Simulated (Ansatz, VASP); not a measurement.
**Two plane-wave programs on AlN**

```
Al N
1.0
     0.00000    2.16587    2.16587
     2.16587    0.00000    2.16587
     2.16587    2.16587    0.00000
Al N
1 1
Direct
  0.00000 0.00000 0.00000
  0.25000 0.25000 0.25000
```

Change from the starting cell: hydrostatic strain -0.9%.

Alike in both runs: task single point; functional HSE06; k mesh 8 × 8 × 8; no spin polarisation.

|  | VASP | Ansatz |
| --- | --- | --- |
| version | VASP 6.6.1 | Ansatz 0.2.0 |
| potentials or method | VASP PAW PBE potentials, release 64 (Al, N) | plane waves, PAW |
| plane-wave cutoff (eV) | 520 | 420 |
| occupations | gaussian, width 0.01 eV | fixed |
| valence electrons in the cell | 8 | 8 |

```csv
,VASP,Ansatz,Ansatz less VASP
gap on the k mesh at the Fermi level (eV),4.58,4.58,0.000
pressure (GPa),5.0,5.1,+0.14
```

Ansatz's warnings: stress exchange threshold loose, stress scf threshold loose.
